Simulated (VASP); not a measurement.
# Bi (I4/mmm) in VASP: a series of runs

The runs below take Bi through single point, relaxation of cell and atoms, with r2SCAN.

Everything below comes from runs of VASP 6.6.1. Logs are shortened: lines on timing, memory, paths and dates and some standing lists are left out, and cuts for length are marked.

## 1. The cell of the first run

The structure is tetragonal, space group I4/mmm (No. 139). The conventional cell has a = 3.400 Å, b = 3.400 Å, c = 5.368 Å, α = 90.00°, β = 90.00°, γ = 90.00°. Within 4.5 Å of Bi (site symmetry 4/mmm) lie 12 Bi at 3.40 to 3.60 Å.

## 2. Single point, r2SCAN

Contents of POSCAR:

```
Bi
1.0
   -1.6999621104      1.6999621104      2.6841965865
    1.6999621104     -1.6999621104      2.6841965865
    1.6999621104      1.6999621104     -2.6841965865
Bi
1
Direct
    0.0000000000      0.0000000000      0.0000000000
```

Contents of INCAR.step1:

```
SYSTEM = Bi
PREC     = Accurate       ! precision mode
ENCUT    = 550            ! plane-wave cutoff, eV
ISMEAR   = 0              ! smearing method
SIGMA    = 0.1            ! smearing width, eV
LREAL    = .FALSE.        ! projectors in reciprocal space
LASPH    = .TRUE.         ! aspherical terms in the spheres
NELM     = 120            ! most SCF steps
NBANDS   = 14             ! bands
GGA      = PE             ! functional
ALGO     = Normal         ! electronic algorithm
EDIFF    = 1E-5           ! SCF threshold, eV
LWAVE    = .TRUE.         ! write WAVECAR
LCHARG   = .FALSE.        ! write CHGCAR
GGA_COMPAT= .FALSE.
```

Contents of INCAR.step2:

```
SYSTEM = Bi
PREC     = Accurate       ! precision mode
ENCUT    = 550            ! plane-wave cutoff, eV
EDIFF    = 1E-6           ! SCF threshold, eV
ISMEAR   = 0              ! smearing method
SIGMA    = 0.1            ! smearing width, eV
LREAL    = .FALSE.        ! projectors in reciprocal space
LASPH    = .TRUE.         ! aspherical terms in the spheres
NELM     = 120            ! most SCF steps
ALGO     = Normal         ! electronic algorithm
ISIF     = 2              ! what is computed and relaxed
LWAVE    = .FALSE.        ! write WAVECAR
LCHARG   = .TRUE.         ! write CHGCAR
METAGGA  = R2SCAN         ! meta-GGA
LMIXTAU  = .TRUE.       
LELF     = .TRUE.         ! ELF
LVHAR    = .TRUE.       
NBANDS   = 14             ! bands
ISTART   = 1            
GGA_COMPAT= .FALSE.
```

Contents of KPOINTS:

```
regular mesh
0
G
  6 6 6
  0 0 0
```

Potentials or basis: VASP PAW PBE potentials, release 64 (Bi_d).

The run is started by

```
> cat potpaw_PBE.64/Bi_d/POTCAR > POTCAR
> cp INCAR.step1 INCAR
> mpirun -np 1 vasp_std > vasp.out
> cp INCAR.step2 INCAR
> mpirun -np 1 vasp_std > vasp.out
```

OUTCAR:

```text
SYSTEM = Bi
   PREC = Accurate
   ENCUT = 550
   EDIFF = 1E-6
   ISMEAR = 0
   LREAL = .FALSE.
   LASPH = .TRUE.
   NELM = 120
   ISIF = 2
   METAGGA = R2SCAN
   ISTART = 1

 ion  position               nearest neighbor table
   1  0.000  0.000  0.000-

  LATTYP: Found a body centered tetragonal cell.
 ALAT       =     3.3999242208
 C/A-ratio  =     1.5789743607

  Lattice vectors:

 A1 = (  -1.6999621104,   1.6999621104,   2.6841965865)
 A2 = (   1.6999621104,  -1.6999621104,   2.6841965865)
 A3 = (   1.6999621104,   1.6999621104,  -2.6841965865)

Analysis of symmetry for initial positions (statically):
=====================================================================
 Subroutine PRICEL returns:
 Original cell was already a primitive cell.

 Routine SETGRP: Setting up the symmetry group for a
 body centered tetragonal supercell.

 Subroutine GETGRP returns: Found 16 space group operations
 (whereof 16 operations were pure point group operations)
 out of a pool of 16 trial point group operations.

The static configuration has the point symmetry D_4h.

Analysis of symmetry for dynamics (positions and initial velocities):
=====================================================================
 Subroutine PRICEL returns:
 Original cell was already a primitive cell.

 Routine SETGRP: Setting up the symmetry group for a
 body centered tetragonal supercell.

 Subroutine GETGRP returns: Found 16 space group operations
 (whereof 16 operations were pure point group operations)
 out of a pool of 16 trial point group operations.

The dynamic configuration has the point symmetry D_4h.

 Subroutine INISYM returns: Found 16 space group operations
 (whereof 16 operations are pure point group operations),
 and found     1 'primitive' translations

----------------------------------------------------------------------------------------

                                     Primitive cell

  volume of cell :      31.0279

  direct lattice vectors                    reciprocal lattice vectors
    -1.699962110  1.699962110  2.684196587     0.000000000  0.294124202  0.186275477
     1.699962110 -1.699962110  2.684196587     0.294124202  0.000000000  0.186275477
     1.699962110  1.699962110 -2.684196587     0.294124202  0.294124202  0.000000000

  length of vectors
     3.603422494  3.603422494  3.603422494     0.348148819  0.348148819  0.415954436

  position of ions in fractional coordinates (direct lattice)
     0.000000000  0.000000000  0.000000000

  ion indices of the primitive-cell ions
   primitive index   ion index
                 1           1

----------------------------------------------------------------------------------------

 KPOINTS: regular mesh

Automatic generation of k-mesh.
 Grid dimensions read from file:
 generate k-points for:    6    6    6

 Generating k-lattice:

  Cartesian coordinates                     Fractional coordinates (reciprocal lattice)
     0.000000000  0.049020700  0.031045913     0.166666667  0.000000000  0.000000000
     0.049020700  0.000000000  0.031045913     0.000000000  0.166666667  0.000000000
     0.049020700  0.049020700  0.000000000     0.000000000  0.000000000  0.166666667

  Length of vectors
     0.058024803  0.058024803  0.069325739

  Shift w.r.t. Gamma in fractional coordinates (k-lattice)
     0.000000000  0.000000000  0.000000000

 Subroutine IBZKPT returns following result:
 ===========================================

 Found     30 irreducible k-points:

 Following reciprocal coordinates:
            Coordinates               Weight
  0.000000  0.000000  0.000000      1.000000
  0.166667  0.000000 -0.000000      8.000000
  0.333333  0.000000 -0.000000      8.000000
  0.500000  0.000000 -0.000000      4.000000
  0.166667  0.166667 -0.000000      8.000000
  0.333333  0.166667 -0.000000     16.000000
[... 16 lines left out ...]
 -0.333333 -0.333333  0.166667      8.000000
 -0.166667 -0.333333  0.166667      8.000000
 [... further k-points ...]
   k-points           NKPTS =     30   k-points in BZ     NKDIM =     30   number of bands    NBANDS=     14
   number of dos      NEDOS =    301   number of ions     NIONS =      1
   total plane-waves  NPLWV =  21952
   dimension x,y,z NGX =    28 NGY =   28 NGZ =   28
   dimension x,y,z NGXF=    56 NGYF=   56 NGZF=   56
   ions per type =               1
   NGX,Y,Z   is equivalent  to a cutoff of  12.92, 12.92, 12.92 a.u.
   NGXF,Y,Z  is equivalent  to a cutoff of  25.84, 25.84, 25.84 a.u.
 SYSTEM =  Bi
   PREC   = accura    normal or accurate (medium, high low for compatibility)
   ISTART =      1    job   : 0-new  1-cont  2-samecut
   ICHARG =      0    charge: 1-file 2-atom 10-const
   ISPIN  =      1    spin polarized calculation?
   LNONCOLLINEAR =      F non collinear calculations
   LSORBIT =      F    spin-orbit coupling
   LASPH  =      T    aspherical Exc in radial PAW
   ENCUT  =  550.0 eV  40.42 Ry    6.36 a.u.   6.89  6.89  6.89*2*pi/ulx,y,z
   NELM   =    120;   NELMIN=  2; NELMDL=  0     # of ELM steps
   EDIFF  = 0.1E-05   stopping-criterion for ELM
   LREAL  =      F    real-space projection
   EDIFFG = 0.1E-04   stopping-criterion for IOM
   NSW    =      0    number of steps for IOM
   IBRION =     -1    ionic relax: 0-MD 1-quasi-New 2-CG
   NFREE  =      0    steps in history (QN), initial steepest desc. (CG)
   ISIF   =      2    stress and relaxation
   ISYM   =      2    0-nonsym 1-usesym 2-fastsym
   POTIM  = 0.5000    time-step for ionic-motion
   TEBEG  =    0.0;   TEEND  =   0.0 temperature during run
   PSTRESS=    0.0 pullay stress
   NELECT =      15.0000    total number of electrons
   NUPDOWN=      -1.0000    fix difference up-down
   EMIN   =  10.00;   EMAX   =-10.00  energy-range for DOS
   EFERMI =   0.00;   METHOD = LEGACY
   ISMEAR =     0;   SIGMA  =   0.10  broadening in eV -4-tet -1-fermi 0-gaus
   EFERMI_NEDOS =   21; number of points for ismear=-14 and -15
   IALGO  =     38    algorithm
   IMIX   =      4    mixing-type and parameters
     AMIX     =   0.40;   BMIX     =  1.00
     AMIX_MAG =   1.60;   BMIX_MAG =  1.00
  volume/ion in A,a.u.               =      31.03       209.39
  Fermi-wavevector in a.u.,A,eV,Ry     =   1.284856  2.428025 22.461231  1.650854
  Thomas-Fermi vector in A             =   2.417025
   LORBIT       =      0    0 simple, 1 ext, 2 COOP (PROOUT), +10 PAW based schemes
   METAGGA = R2SCAN    functional components
   LHFCALC =     F    Hartree Fock is set to
   AEXX    =    0.0000 exact exchange contribution
   IVDW    =     0    specifies the selected vdW correction
   LEPSILON=     F    determine dielectric tensor
   LRPA    =     F    only Hartree local field effects (RPA)
 non-spin polarized calculation
 Gauss-broadening in eV      SIGMA  =   0.10
  energy-cutoff  :      550.00
  volume of cell :       31.03
 maximum number of plane-waves:       928
   NGX = 13   NGY = 13   NGZ = 13

 number of electron      15.0000004 magnetization

 Free energy of the ion-electron system (eV)
  ---------------------------------------------------
  ext. energy  EPLUGINS =         0.00000000
  ---------------------------------------------------
  free energy    TOTEN  =       -58.26881163 eV

  energy without entropy =      -58.26681880  energy(sigma->0) =      -58.26781521

 E-fermi :   7.8782     XC(G=0): -11.1098

 val. band max:        7.8556287245   @ k =  -0.1667   0.5000   0.1667
 cond. band min:       8.3914642732   @ k =   0.5000   0.5000  -0.0000
 fundamental gap:      0.5358355486
 Fermi energy:         7.8782279478

 k-point     1 :       0.0000    0.0000    0.0000
  band No.  band energies     occupation
      1     -15.9237      2.00000
      2     -15.8348      2.00000
      3     -15.8348      2.00000
      4     -15.8330      2.00000
      5     -15.7450      2.00000
      6      -6.3000      2.00000
      7      13.0281      0.00000
      8      13.1880      0.00000
      9      13.1880      0.00000
     10      17.7634      0.00000
     11      17.8522      0.00000
     12      19.0615      0.00000
     13      19.6672      0.00000
     14      19.6672      0.00000

 k-point     2 :       0.1667    0.0000   -0.0000
  band No.  band energies     occupation
      1     -15.8996      2.00000
      2     -15.8432      2.00000
      3     -15.8186      2.00000
      4     -15.8100      2.00000
      5     -15.7518      2.00000
      6      -5.7917      2.00000
      7       9.3336      0.00000
      8      12.2370      0.00000
      9      12.9451      0.00000
     10      16.4560      0.00000
     11      18.4630      0.00000
     12      19.8915      0.00000
     13      20.5088      0.00000
     14      20.9697      0.00000

 k-point     3 :       0.3333    0.0000   -0.0000
  band No.  band energies     occupation
      1     -15.8874      2.00000
      2     -15.8561      2.00000
      3     -15.8141      2.00000
      4     -15.7374      2.00000
      5     -15.7330      2.00000
      6      -4.3894      2.00000
      7       4.7115      2.00000
      8      10.9848      0.00000
      9      12.5666      0.00000
     10      15.5817      0.00000
     11      17.5615      0.00000
     12      19.3411      0.00000
     13      19.8873      0.00000
     14      22.9032      0.00000
[... 324 lines left out ...]
 k-point    23 :      -0.3333   -0.3333    0.1667
  band No.  band energies     occupation
      1     -15.8898      2.00000
      2     -15.8537      2.00000
      3     -15.7768      2.00000
      4     -15.7396      2.00000
      5     -15.7284      2.00000
      6      -3.5756      2.00000
      7       5.0997      2.00000
      8       7.5536      2.00000
      9       8.8195      0.00000
     10      17.2995      0.00000
     11      18.2365      0.00000
     12      20.2450      0.00000
     13      23.1278      0.00000
     14      23.5124      0.00000

 k-point    24 :      -0.1667   -0.3333    0.1667
  band No.  band energies     occupation
      1     -15.9221      2.00000
      2     -15.8509      2.00000
      3     -15.7800      2.00000
      4     -15.7718      2.00000
      5     -15.7225      2.00000
      6      -4.7034      2.00000
      7       6.4353      2.00000
      8       9.5012      0.00000
      9      11.0778      0.00000
     10      15.4325      0.00000
     11      17.9900      0.00000
     12      20.4349      0.00000
     13      22.8669      0.00000
     14      22.8763      0.00000

 [... further k-points ...]

------------------------ aborting loop because EDIFF is reached ----------------------------------------

  FORCE on cell =-STRESS in cart. coord.  units (eV):
  Direction    XX          YY          ZZ          XY          YZ          ZX
  --------------------------------------------------------------------------------------
  -------------------------------------------------------------------------------------
  Total        0.0544304      0.0544304      0.0333311      0.0000000      0.0000000      0.0000000
  in kB        2.8106035      2.8106035      1.7211063      0.0000000      0.0000000      0.0000000
  external PRESSURE =       2.4474378 kB  Pullay stress =       0.0000000 kB

 VOLUME and BASIS-vectors are now :
 -----------------------------------------------------------------------------
  energy-cutoff  :      550.00
  volume of cell :       31.03
      direct lattice vectors                 reciprocal lattice vectors
    -1.699962110  1.699962110  2.684196587     0.000000000  0.294124202  0.186275477
     1.699962110 -1.699962110  2.684196587     0.294124202  0.000000000  0.186275477
     1.699962110  1.699962110 -2.684196587     0.294124202  0.294124202  0.000000000

 POSITION                                       TOTAL-FORCE (eV/Angst)
 -----------------------------------------------------------------------------------
      0.00000      0.00000      0.00000        -0.000000     -0.000000      0.000000
 -----------------------------------------------------------------------------------
    total drift:                               -0.000000     -0.000000     -0.000000

  FREE ENERGIE OF THE ION-ELECTRON SYSTEM (eV)
  ---------------------------------------------------
  free  energy   TOTEN  =       -58.2688116342 eV

  energy  without entropy=      -58.2668187956  energy(sigma->0) =      -58.26781521
```

Run time: 25 s. Hardware: 1 thread of Intel Xeon 6975P-C (Granite Rapids), shared host; peak memory 0.16 GiB.

What came out:

| Item | Value |
| --- | --- |
| Free energy | -58.2688 eV |
| Pressure | 0.2 GPa |

Stress tensor (GPa, compression positive):
```
0.28 0.00 0.00
0.00 0.28 0.00
0.00 0.00 0.17
```

Caveat: the k points lie up to 0.44 Å⁻¹ apart; the PAW data sets were made with another functional, which shifts forces and pressure a little; spin-orbit coupling is left out, which moves the levels of the heavy elements.

## 3. Relaxation of cell and atoms, r2SCAN

This run uses another cell than the first one, of 35.72 Å³/atom, 1.151 times its volume.

Contents of POSCAR:

```
Bi
1.0
   -1.8038354878      1.8038354878      2.7442725487
    1.8038354878     -1.8038354878      2.7442725487
    1.8038354878      1.8038354878     -2.7442725487
Bi
1
Direct
    0.0000000000      0.0000000000      0.0000000000
```

Contents of INCAR.step1:

```
SYSTEM = Bi
ALGO = Normal
EDIFF = 1E-5
EDIFFG = -0.005
ENCUT = 550
GGA = PE
GGA_COMPAT = .False.
IBRION = 2
ISIF = 3
ISMEAR = 0
LASPH = .True.
LCHARG = .False.
LREAL = .False.
LWAVE = .True.
NELM = 120
NELMIN = 4
NSW = 100
PREC = Accurate
SIGMA = 0.1
```

Contents of INCAR.step2:

```
SYSTEM = Bi
ALGO = Normal
EDIFF = 1E-7
EDIFFG = -0.04
ENCUT = 550
GGA_COMPAT = .False.
IBRION = 2
ISIF = 3
ISMEAR = 0
ISTART = 1
LASPH = .True.
LCHARG = .False.
LMIXTAU = .True.
LREAL = .False.
LWAVE = .False.
METAGGA = R2SCAN
NELM = 120
NELMIN = 4
NSW = 90
PREC = Accurate
SIGMA = 0.1
```

Contents of KPOINTS:

```
k-points
0
Gamma
  6 6 6
  0 0 0
```

Potentials or basis: VASP PAW PBE potentials, release 64 (Bi_d).

The run is started by

```
> cat potpaw_PBE.64/Bi_d/POTCAR > POTCAR
> cp INCAR.step1 INCAR
> mpirun -np 1 vasp_std > vasp.out
> cp INCAR.step2 INCAR
> mpirun -np 1 vasp_std > vasp.out
```

Wall time 3.4 min (1 thread of Intel Xeon 6975P-C (Granite Rapids), shared host); peak memory 0.19 GiB.

It converged, with:

```yaml
Free_energy: -58.2703 eV
Relaxed_volume: 31.16 Å³/atom
Relaxed_cell: a = 3.608 Å, b = 3.608 Å, c = 3.608 Å, α = 123.68°, β = 123.68°, γ = 83.74°
Space_group_after_relaxing_to_0.05_Å: I4/mmm (No. 139)
Energy_gained_by_relaxing: 100.9 meV/atom
Ionic_steps: 5
Pressure_after_relaxing: 0.0 GPa
```

Step by step:
```csv
step,energy change (eV),largest force (eV/Å),pressure (GPa),volume (Å³)
1,0.0000,0.0000,-5.85,35.72
2,-0.0795,0.0000,3.96,29.38
3,-0.0992,0.0000,0.11,31.10
4,-0.1008,0.0000,0.06,31.14
5,-0.1009,0.0000,0.05,31.16
```

Final structure:
```
Bi
1.0
    -1.70280    1.70280    2.68656
     1.70280   -1.70280    2.68656
     1.70280    1.70280   -2.68656
Bi
1
Direct
  0.00000 0.00000 0.00000
```

Levels at points of the mesh, in eV from the Fermi level:
```csv
k point,band 4,band 5,band 6,band 7,band 8,band 9,band 10,band 11
"(0.00, 0.00, 0.00)",-23.71,-23.63,-14.15,5.11,5.27,5.27,9.83,9.97
"(0.50, 0.00, 0.00)",-23.60,-23.57,-11.08,-5.46,2.58,4.50,7.40,9.73
"(0.50, 0.50, 0.00)",-23.60,-23.52,-9.53,-4.41,-0.41,0.51,4.33,5.42
"(0.50, 0.50, 0.50)",-23.58,-23.58,-10.65,-5.10,1.35,1.35,5.49,6.40
```

Caveat: the k points lie up to 0.43 Å⁻¹ apart in the final cell; the PAW data sets were made with another functional, which shifts forces and pressure a little; spin-orbit coupling is left out, which moves the levels of the heavy elements.
